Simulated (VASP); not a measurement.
# Sb (P-1) in VASP: a series of runs, part 2 of 2

VASP 6.6.1. Earlier steps stand in the parts before.

### 4 Single point, HSE06

POSCAR

```
Sb
1.0
    0.1733647600      2.3885337500      2.4958692300
    2.4173055400      0.0646925500      2.6045414300
    2.3204533900      2.4003538000      0.1615447000
Sb
1
Direct
    0.0000000000      0.0000000000      0.0000000000
```

INCAR.step1

```
PREC = Accurate
ENCUT = 520
EDIFF = 1E-5
ISMEAR = -1
SIGMA = 0.05
LREAL = False
LASPH = True
NELM = 100
ALGO = Normal
ISIF = 2
LWAVE = True
LCHARG = False
GGA = PE
NBANDS = 8
```

INCAR.step2

```
PREC = Accurate
ENCUT = 520
EDIFF = 1E-7
ISMEAR = -1
SIGMA = 0.05
LREAL = False
LASPH = True
NELM = 100
ALGO = Normal
ISIF = 2
LWAVE = False
LCHARG = False
GGA = PE
LHFCALC = True
HFSCREEN = 0.2079
PRECFOCK = Normal
ISTART = 1
NBANDS = 8
```

KPOINTS

```
regular mesh
0
Gamma
  5 5 5
```

Potentials or basis: VASP PAW PBE potentials, release 64 (Sb).

Run with:

```
$ cat potpaw_PBE.64/Sb/POTCAR > POTCAR
$ cp INCAR.step1 INCAR
$ mpirun -np 1 vasp_std > vasp.out
$ cp INCAR.step2 INCAR
$ mpirun -np 1 vasp_std > vasp.out
```

OUTCAR:

```text
PREC = Accurate
   ENCUT = 520
   EDIFF = 1E-7
   ISMEAR = -1
   LREAL = False
   LASPH = True
   NELM = 100
   ISIF = 2
   GGA = PE
   LHFCALC = True
   HFSCREEN = 0.2079
   PRECFOCK = Normal
   ISTART = 1

 ion  position               nearest neighbor table
   1  0.000  0.000  0.000-

  Warning from LATTYP: Got some problem with cell dimensions!
  Tried to take original basis but could not verify dimensions!
  LATTYP: Found a triclinic cell.
 ALAT       =     3.4589755750
 B/A-ratio  =     0.9663262552
 C/A-ratio  =     0.9344475022
 COS(alpha) =     0.0327225582
 COS(beta)  =     0.4374087776
 COS(gamma) =     0.5655612418

  Lattice vectors:

 A1 = (   0.1733647600,   2.3885337500,   2.4958692300)
 A2 = (   2.3204533900,   2.4003538000,   0.1615447000)
 A3 = (  -2.2439407800,   2.3238412000,  -0.1086722000)

Analysis of symmetry for initial positions (statically):
=====================================================================
 Subroutine PRICEL returns:
[... 171 lines left out ...]
  ext. energy  EPLUGINS =         0.00000000
  ---------------------------------------------------
  free energy    TOTEN  =        -4.62957348 eV

  energy without entropy =       -4.62449381  energy(sigma->0) =       -4.62703364

 E-fermi :   8.5365     XC(G=0):  -8.5442

 val. band max:        8.4900009910   @ k =   0.2000  -0.2000   0.4000
 cond. band min:       8.5792275746   @ k =  -0.2000   0.2000   0.4000
 fundamental gap:      0.0892265836
 Fermi energy:         8.5364710370

 k-point     1 :       0.0000    0.0000    0.0000
  band No.  band energies     occupation
      1      -6.0096      2.00000
      2      13.1942      0.00000
      3      14.5960      0.00000
      4      15.9785      0.00000
      5      17.6493      0.00000
      6      18.9529      0.00000
      7      20.3565      0.00000
      8      20.6496      0.00000
[... 243 lines left out ...]
 k-point    24 :       0.0000    0.4000    0.2000
  band No.  band energies     occupation
      1      -2.8013      2.00000
      2       5.4599      2.00000
      3      10.2857      0.00000
      4      10.6354      0.00000
      5      15.3592      0.00000
      6      18.9397      0.00000
      7      21.7174      0.00000
      8      22.8851      0.00000

 [... further k-points ...]
[... 5 lines left out ...]
  --------------------------------------------------------------------------------------
  -------------------------------------------------------------------------------------
  Total       -0.2475545     -0.0303296     -0.1540756     -0.2525129     -0.1110947      0.3127290
  in kB      -14.9511223     -1.8317643     -9.3054346    -15.2505857     -6.7095941     18.8873506
  external PRESSURE =      -8.6961070 kB  Pullay stress =       0.0000000 kB

 VOLUME and BASIS-vectors are now :
 -----------------------------------------------------------------------------
  energy-cutoff  :      520.00
  volume of cell :       26.53
      direct lattice vectors                 reciprocal lattice vectors
     0.173364760  2.388533750  2.495869230    -0.235273108  0.213102125  0.213066631
     2.417305540  0.064692550  2.604541430     0.211288965 -0.217261020  0.193241382
     2.320453390  2.400353800  0.161544700     0.228420051  0.210407962 -0.217225526

 POSITION                                       TOTAL-FORCE (eV/Angst)
 -----------------------------------------------------------------------------------
      0.00000      0.00000      0.00000         0.000000      0.000000     -0.000000
 -----------------------------------------------------------------------------------
    total drift:                               -0.000000      0.000000      0.000000

  FREE ENERGIE OF THE ION-ELECTRON SYSTEM (eV)
  ---------------------------------------------------
  free  energy   TOTEN  =        -4.6295734791 eV

  energy  without entropy=       -4.6244938076  energy(sigma->0) =       -4.62703364
```

OUTCAR.step1:

```text
PREC = Accurate
   ENCUT = 520
   EDIFF = 1E-5
   ISMEAR = -1
   LREAL = False
[... 487 lines left out ...]

 POSITION                                       TOTAL-FORCE (eV/Angst)
 -----------------------------------------------------------------------------------
      0.00000      0.00000      0.00000         0.000000      0.000000      0.000000
 -----------------------------------------------------------------------------------
    total drift:                                0.000000      0.000000      0.000000

  FREE ENERGIE OF THE ION-ELECTRON SYSTEM (eV)
  ---------------------------------------------------
  free  energy   TOTEN  =        -3.7881867873 eV

  energy  without entropy=       -3.7811105717  energy(sigma->0) =       -3.78464868
```

Wall time 11 min (1 thread of Intel Xeon 6975P-C (Granite Rapids), shared host); peak memory 0.27 GiB.

What came out:

```yaml
Free_energy: -4.6296 eV
Pressure: -0.9 GPa
```

Stress tensor (GPa, compression positive):
```
-1.50 -1.53  1.89
-1.53 -0.18 -0.67
 1.89 -0.67 -0.93
```

Levels at points of the mesh, in eV from the Fermi level:
| k point | band 1 | band 2 | band 3 | band 4 | band 5 |
| --- | --- | --- | --- | --- | --- |
| (0.00, 0.00, 0.00) | -14.55 | 4.66 | 6.06 | 7.44 | 9.11 |

Caveat: the k points lie up to 0.48 Å⁻¹ apart; the PAW data sets were made with another functional, which shifts forces and pressure a little; spin-orbit coupling is left out, which moves the levels of the heavy elements.

### 5 Overview

```tsv
level	screening parameter	gap on the mesh (eV)	pressure (GPa)
PBE0	-	none	-1.1
B3LYP	-	none	5.0
HSE06	0.2079 1/Å	none	-0.9
```

Alike in all rows: task single point; potentials or basis VASP PAW PBE potentials, release 64 (Sb); no spin polarisation; cell as given; k mesh 5 × 5 × 5; cutoff (eV) 520; smearing fermi-dirac 0.05 eV.

Caveats: all runs use coarse meshes; the PAW data sets were made with another functional, which shifts forces and pressure a little; spin-orbit coupling is left out, which moves the levels of the heavy elements.

Total energies depend on the potentials used, so only differences within one code and one set of settings carry meaning.
